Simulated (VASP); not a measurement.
Input of a VASP 6.6.1 run:

The input INCAR:

```
SYSTEM = Os
  PREC = Accurate
  ENCUT = 560
  EDIFF = 1E-6
  ISMEAR = -1
  SIGMA = 0.05
  LREAL = .False.
  LASPH = .True.
  NELM = 120
  ALGO = Normal
  ISIF = 2
  LWAVE = .False.
  LCHARG = .False.
  NBANDS = 23
  GGA_COMPAT = .False.
```

Contents of KPOINTS:

```
Automatic mesh
0
Gamma
  11 11 6
  0 0 0
```

File POSCAR:

```
Os
1.0
    2.7157497827      0.0000000000      0.0000000000
   -1.3578748913      2.3519083021      0.0000000000
    0.0000000000      0.0000000000      4.2907078513
Os
2
Direct
    0.6666666667      0.3333333333      0.7500000000
    0.3333333333      0.6666666667      0.2500000000
```

Potentials or basis: VASP PAW LDA potentials, release 64 (Os_sv_GW).

Run with:

```bash
$ cat potpaw_LDA.64/Os_sv_GW/POTCAR > POTCAR
$ mpirun -np 1 vasp_std > vasp.out
```

**Question.** Estimate the band gap on the k mesh.

**Answer.** Zero (bands 16 and 17 overlap by 4.03 eV).

**Question.** Predict the pressure.

**Answer.** 0.4 GPa.

Stress tensor (GPa, compression positive):
```
0.33 0.00 0.00
0.00 0.33 0.00
0.00 0.00 0.67
```

Caveat: spin-orbit coupling is left out, which moves the levels of the heavy elements.
